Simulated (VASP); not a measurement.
# InPd (P6_3/mmc) in VASP: single point with PBEsol

Aim: the single point of InPd with PBEsol.

Program: VASP 6.6.1. These are calculated values, not measurements. Logs are shortened: lines on timing, memory, paths and dates and some standing lists are left out, and cuts for length are marked.

## (1) The cell of the first run

Symmetry: P6_3/mmc, No. 194, hexagonal system. The conventional cell has a = 4.194 Å, b = 4.194 Å, c = 5.562 Å, α = 90.00°, β = 90.00°, γ = 120.00°. In (site symmetry -6m2) has 6 Pd at 2.79 Å and 6 In at 3.69 Å within 3.7 Å. Within 3.7 Å of Pd (site symmetry -3m) lie 2 Pd at 2.78 Å and 6 In at 2.79 Å.

## (2) Single point, PBEsol

Input file INCAR:

```
PREC     = Accurate       # precision mode
ENCUT    = 500            # plane-wave cutoff, eV
EDIFF    = 1E-6           # SCF threshold, eV
ISMEAR   = 0              # smearing method
SIGMA    = 0.1            # smearing width, eV
LREAL    = False          # projectors in reciprocal space
LASPH    = True           # aspherical terms in the spheres
NELM     = 120            # most SCF steps
ALGO     = Normal         # electronic algorithm
ISIF     = 2              # what is computed and relaxed
LWAVE    = False          # write WAVECAR
LCHARG   = False          # write CHGCAR
GGA      = PS             # functional
NBANDS   = 31             # bands
GGA_COMPAT= False
```

Input file KPOINTS:

```
regular mesh
0
Gamma
  6 6 4
```

Input file POSCAR:

```
InPd
1.0
    4.1938495154      0.0000000000      0.0000000000
   -2.0969247577      3.6319802200      0.0000000000
    0.0000000000      0.0000000000      5.5619897260
In Pd
2 2
Direct
    0.3333333333      0.6666666667      0.2500000000
    0.6666666667      0.3333333333      0.7500000000
    0.0000000000      0.0000000000      0.0000000000
    0.0000000000      0.0000000000      0.5000000000
```

Potentials or basis: VASP PAW PBE potentials, release 64 (In_d, Pd).

On the command line:

```sh
> cat potpaw_PBE.64/In_d/POTCAR potpaw_PBE.64/Pd/POTCAR > POTCAR
> mpirun -np 1 vasp_std > vasp.out
```

OUTCAR:

```text
PREC = Accurate
   ENCUT = 500
   EDIFF = 1E-6
   ISMEAR = 0
   LREAL = False
   LASPH = True
   NELM = 120
   ISIF = 2
   GGA = PS

 ion  position               nearest neighbor table
   1  0.333  0.667  0.250-   3 2.79   4 2.79   3 2.79   4 2.79   3 2.79   4 2.79   2 3.69   2 3.69
                             2 3.69   2 3.69   2 3.69   2 3.69
   2  0.667  0.333  0.750-   3 2.79   4 2.79   3 2.79   4 2.79   3 2.79   4 2.79   1 3.69   1 3.69
                             1 3.69   1 3.69   1 3.69   1 3.69
   3  0.000  0.000  0.000-   4 2.78   4 2.78   1 2.79   2 2.79   2 2.79   1 2.79   2 2.79   1 2.79

   4  0.000  0.000  0.500-   3 2.78   3 2.78   1 2.79   2 2.79   2 2.79   1 2.79   2 2.79   1 2.79

  LATTYP: Found a hexagonal cell.
 ALAT       =     4.1938495154
 C/A-ratio  =     1.3262253940

  Lattice vectors:

 A1 = (   4.1938495154,   0.0000000000,   0.0000000000)
 A2 = (  -2.0969247577,   3.6319802200,   0.0000000000)
 A3 = (   0.0000000000,   0.0000000000,   5.5619897260)

Analysis of symmetry for initial positions (statically):
=====================================================================
 Subroutine PRICEL returns:
 Original cell was already a primitive cell.

 Routine SETGRP: Setting up the symmetry group for a
 hexagonal supercell.

 Subroutine GETGRP returns: Found 24 space group operations
 (whereof 12 operations were pure point group operations)
 out of a pool of 24 trial point group operations.

The static configuration has the point symmetry D_3d.
 The point group associated with its full space group is D_6h.

Analysis of symmetry for dynamics (positions and initial velocities):
=====================================================================
 Subroutine PRICEL returns:
 Original cell was already a primitive cell.

 Routine SETGRP: Setting up the symmetry group for a
 hexagonal supercell.

 Subroutine GETGRP returns: Found 24 space group operations
 (whereof 12 operations were pure point group operations)
 out of a pool of 24 trial point group operations.

The dynamic configuration has the point symmetry D_3d.
 The point group associated with its full space group is D_6h.

 Subroutine INISYM returns: Found 24 space group operations
 (whereof 12 operations are pure point group operations),
 and found     1 'primitive' translations

[... 90 lines left out ...]
   LSORBIT =      F    spin-orbit coupling
   LASPH  =      T    aspherical Exc in radial PAW
   ENCUT  =  500.0 eV  36.75 Ry    6.06 a.u.   7.65  7.65 10.14*2*pi/ulx,y,z
   NELM   =    120;   NELMIN=  2; NELMDL= -5     # of ELM steps
   EDIFF  = 0.1E-05   stopping-criterion for ELM
   LREAL  =      F    real-space projection
   EDIFFG = 0.1E-04   stopping-criterion for IOM
   NSW    =      0    number of steps for IOM
   IBRION =     -1    ionic relax: 0-MD 1-quasi-New 2-CG
   NFREE  =      0    steps in history (QN), initial steepest desc. (CG)
   ISIF   =      2    stress and relaxation
   ISYM   =      2    0-nonsym 1-usesym 2-fastsym
   POTIM  = 0.5000    time-step for ionic-motion
   TEBEG  =    0.0;   TEEND  =   0.0 temperature during run
   PSTRESS=    0.0 pullay stress
   NELECT =      46.0000    total number of electrons
   NUPDOWN=      -1.0000    fix difference up-down
   EMIN   =  10.00;   EMAX   =-10.00  energy-range for DOS
   EFERMI =   0.00;   METHOD = LEGACY
   ISMEAR =     0;   SIGMA  =   0.10  broadening in eV -4-tet -1-fermi 0-gaus
   EFERMI_NEDOS =   21; number of points for ismear=-14 and -15
   IALGO  =     38    algorithm
   IMIX   =      4    mixing-type and parameters
     AMIX     =   0.40;   BMIX     =  1.00
     AMIX_MAG =   1.60;   BMIX_MAG =  1.00
  volume/ion in A,a.u.               =      21.18       142.93
  Fermi-wavevector in a.u.,A,eV,Ry     =   1.335566  2.523853 24.269200  1.783736
  Thomas-Fermi vector in A             =   2.464260
   LORBIT       =      0    0 simple, 1 ext, 2 COOP (PROOUT), +10 PAW based schemes
   GGA     = PS    functional components
   LHFCALC =     F    Hartree Fock is set to
   AEXX    =    0.0000 exact exchange contribution
   IVDW    =     0    specifies the selected vdW correction
   LEPSILON=     F    determine dielectric tensor
   LRPA    =     F    only Hartree local field effects (RPA)
 non-spin polarized calculation
 Gauss-broadening in eV      SIGMA  =   0.10
  energy-cutoff  :      500.00
  volume of cell :       84.72
 maximum number of plane-waves:      2211
 NGX is ok and might be reduce to    32
   NGX = 15   NGY = 15   NGZ = 21

 number of electron      46.0000002 magnetization

 Free energy of the ion-electron system (eV)
  ---------------------------------------------------
  ext. energy  EPLUGINS =         0.00000000
  ---------------------------------------------------
  free energy    TOTEN  =       -19.49976793 eV

  energy without entropy =      -19.48718234  energy(sigma->0) =      -19.49347514

 E-fermi :   7.5786     XC(G=0): -11.2135

 val. band max:        7.5326965933   @ k =   0.3333   0.1667   0.2500
 cond. band min:       7.5866381624   @ k =   0.5000   0.0000   0.0000
 fundamental gap:      0.0539415691
 Fermi energy:         7.5785610111

 k-point     1 :       0.0000    0.0000    0.0000
  band No.  band energies     occupation
      1      -6.6921      2.00000
      2      -6.6921      2.00000
      3      -6.6179      2.00000
      4      -6.5893      2.00000
      5      -6.5893      2.00000
      6      -6.5698      2.00000
[... 703 lines left out ...]
     30      17.1062      0.00000
     31      17.3799      0.00000

------------------------ aborting loop because EDIFF is reached ----------------------------------------

  FORCE on cell =-STRESS in cart. coord.  units (eV):
  Direction    XX          YY          ZZ          XY          YZ          ZX
  --------------------------------------------------------------------------------------
  -------------------------------------------------------------------------------------
  Total       -2.9177420     -2.9177420     -2.8541963      0.0000000     -0.0000000      0.0000000
  in kB      -55.1786380    -55.1786380    -53.9768985      0.0000000     -0.0000000      0.0000000
  external PRESSURE =     -54.7780582 kB  Pullay stress =       0.0000000 kB

 VOLUME and BASIS-vectors are now :
 -----------------------------------------------------------------------------
  energy-cutoff  :      500.00
  volume of cell :       84.72
      direct lattice vectors                 reciprocal lattice vectors
     4.193849515  0.000000000  0.000000000     0.238444416  0.137665948  0.000000000
    -2.096924758  3.631980220  0.000000000     0.000000000  0.275331896  0.000000000
     0.000000000  0.000000000  5.561989726     0.000000000  0.000000000  0.179791774

 POSITION                                       TOTAL-FORCE (eV/Angst)
 -----------------------------------------------------------------------------------
     -0.00000      2.42132      1.39050        -0.000000     -0.000000      0.000000
      2.09692      1.21066      4.17149         0.000000      0.000000      0.000000
      0.00000      0.00000      0.00000        -0.000000      0.000000      0.000000
      0.00000      0.00000      2.78099        -0.000000      0.000000      0.000000
 -----------------------------------------------------------------------------------
    total drift:                               -0.000000      0.000000      0.000000

  FREE ENERGIE OF THE ION-ELECTRON SYSTEM (eV)
  ---------------------------------------------------
  free  energy   TOTEN  =       -19.4997679324 eV

  energy  without entropy=      -19.4871823406  energy(sigma->0) =      -19.49347514
```

OSZICAR:

```text
N       E                     dE             d eps       ncg     rms          rms(c)
DAV:   1     0.429741826103E+03    0.42974E+03   -0.20809E+04  1302   0.184E+03
DAV:   2     0.222837452603E+02   -0.40746E+03   -0.38498E+03  1358   0.466E+02
DAV:   3    -0.185027183201E+02   -0.40786E+02   -0.39293E+02  1499   0.152E+02
DAV:   4    -0.199277504231E+02   -0.14250E+01   -0.14220E+01  1529   0.290E+01
DAV:   5    -0.200110550004E+02   -0.83305E-01   -0.83300E-01  2064   0.653E+00    0.769E+00
DAV:   6    -0.196172561490E+02    0.39380E+00   -0.11460E+00  1533   0.100E+01    0.312E+00
DAV:   7    -0.195300535012E+02    0.87203E-01   -0.24660E-01  1882   0.545E+00    0.203E+00
DAV:   8    -0.195012520287E+02    0.28801E-01   -0.85584E-02  1628   0.215E+00    0.484E-01
DAV:   9    -0.194997856845E+02    0.14663E-02   -0.59376E-03  1731   0.965E-01    0.126E-01
DAV:  10    -0.194997675385E+02    0.18146E-04   -0.28030E-04  1892   0.178E-01    0.531E-02
DAV:  11    -0.194997674859E+02    0.52568E-07   -0.32993E-05  1645   0.413E-02    0.130E-02
DAV:  12    -0.194997679324E+02   -0.44649E-06   -0.31078E-06  1414   0.135E-02
   1 F= -.19499768E+02 E0= -.19493475E+02  d E =-.125856E-01
```

stdout:

```text
POSCAR found type information on POSCAR InPd
 POSCAR found :  2 types and       4 ions
 scaLAPACK will be used
 -----------------------------------------------------------------------------
|                                                                             |
|                                                                             |
|     You enforced a specific xc type in the INCAR file but a different       |
|     I HOPE YOU KNOW WHAT YOU ARE DOING!                                     |
|                                                                             |
 -----------------------------------------------------------------------------

 LDA part: xc-table for (Slater+PW92), standard interpolation
 POSCAR, INCAR and KPOINTS ok, starting setup
 FFT: planning ... GRIDC
 FFT: planning ... GRID_SOFT
 FFT: planning ... GRID
 WAVECAR not read
 entering main loop
```

Wall time 83 s (1 thread of AMD EPYC 7R43 (Zen 3), shared host); peak memory 0.17 GiB.

Results:

```yaml
Free_energy: -19.4998 eV
Pressure: -5.5 GPa
Band_gap_on_the_k_mesh: zero (bands 23 and 24 overlap by 5.08 eV)
```

Stress tensor (GPa, compression positive):
```
-5.52  0.00  0.00
 0.00 -5.52  0.00
 0.00  0.00 -5.40
```

Levels at points of the mesh, in eV from the Fermi level:
```csv
k point,band 20,band 21,band 22,band 23,band 24,band 25,band 26,band 27
"(0.00, 0.00, 0.00)",-2.44,-1.64,-1.64,1.01,3.77,3.77,5.50,5.83
"(0.50, 0.00, 0.00)",-1.73,-1.62,-1.55,-0.11,0.01,0.40,2.08,3.42
"(0.00, 0.00, 0.50)",-2.53,-2.53,-2.53,3.47,3.47,5.25,5.25,5.25
"(0.50, 0.00, 0.50)",-2.38,-1.87,-1.87,-1.61,-1.61,2.89,2.89,4.75
```

Caveat: the cell stands under tension; the PAW data sets were made with another functional, which shifts forces and pressure a little; spin-orbit coupling is left out, which moves the levels of the heavy elements.
